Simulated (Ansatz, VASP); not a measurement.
## SnO: VASP beside Ansatz

```xyz
8
Lattice="2.7308 -2.6501 0.0000 2.7308 2.6501 0.0000 0.0000 0.0000 9.4948" Properties=species:S:1:pos:R:3 pbc="T T T"
Sn    2.7308   -2.6458    9.4935
Sn    2.7308    2.6458    4.7461
Sn    2.7308   -0.0043    2.4415
Sn    2.7308    0.0043    7.1889
O     1.3654    1.3209    3.5938
O     4.0962   -1.3209    8.3412
O     4.0962    1.3209    3.5938
O     1.3654   -1.3209    8.3412
```

Change from the starting cell: strain +0.0150 x Voigt [1, -1, 0, 0, 0, 0], atoms carried along.

Alike in both runs: task single point; functional PBEsol; k mesh 10 × 10 × 4; occupations gaussian, width 0.15 eV; no spin polarisation.

```csv
,VASP,Ansatz
version,VASP 6.6.1,Ansatz 0.2.0
potentials or method,"VASP PAW PBE potentials, release 64 (Sn_d, O), cutoff 520 eV","scalar-relativistic, plane waves, PAW"
valence electrons in the cell,80,80
```

Ansatz gave:

```
gap on the k mesh at the Fermi level (eV)                     : none
pressure (GPa)                                                : 0.1
traceless stress, the component that is largest in VASP (GPa) : -2.56
rms of the force components (eV/Å)                            : 0.003
```

Estimate VASP's values.

gap on the k mesh at the Fermi level (eV): none; pressure (GPa): 0.3; traceless stress, the component that is largest in VASP (GPa): -2.56; rms of the force components (eV/Å): 0.037.

VASP's potentials were made for PBE, not for PBEsol. Atom by atom the forces differ by 0.035 eV/Å (rms over components). A gap of «none» marks a metal or a gap that the smearing closes.
